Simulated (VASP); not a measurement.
Runs of VASP 6.6.1 on Hf. The structure is that of space group Im-3m (No. 229), or close to it. The cells are those of the table. 

| task | cell | k mesh | cutoff (eV) | gap on the mesh (eV) | pressure (GPa) |
| --- | --- | --- | --- | --- | --- |
| single point | a = 3.064 Å, angles 109.5°, 1 atom | 14 × 14 × 14 | 520 | none | (a) |
| single point | a = 2.898 Å, angles 109.5°, 1 atom | 14 × 14 × 14 | 520 | none | 16.5 |
| single point | a = 3.024 Å, angles 109.5°, 1 atom | 12 × 12 × 12 | 520 | none | -0.2 |
| single point | a = 2.941 Å, angles 109.5°, 1 atom | 14 × 14 × 14 | 520 | none | 10.0 |
| single point | a = 3.141 Å, angles 109.5°, 1 atom | 14 × 14 × 14 | 520 | none | -10.1 |
| single point | a = 2.983 Å, angles 109.5°, 1 atom | 14 × 14 × 14 | 520 | none | (b) |
| relaxation of cell and atoms | relaxed from a = 3.075 Å, angles 109.5°, 1 atom | 12 × 12 × 12 | 600 | none | 0.0 |
| single point | a = 3.024 Å, angles 109.5°, 1 atom | 14 × 14 × 14 | 520 | none | -0.1 |
| single point | a = 3.024 Å, angles 109.5°, 1 atom | 21 × 21 × 21 | 520 | none | -0.1 |
| single point | a = 3.103 Å, angles 109.5°, 1 atom | 14 × 14 × 14 | 520 | none | -7.3 |

Alike in all rows: level PBEsol; potentials or basis VASP PAW PBE potentials, release 64 (Hf_pv); no spin polarisation; smearing fermi-dirac 0.1 eV.

Task: Fill in the values left out.

Result: (a) -4.0; (b) 4.5.

Caveats: the PAW data sets were made with another functional, which shifts forces and pressure a little; spin-orbit coupling is left out, which moves the levels of the heavy elements.

A k mesh can miss the band edges, and the runs leave out spin-orbit coupling on Hf.

A gap of «none» marks levels without a gap at the run's occupations.
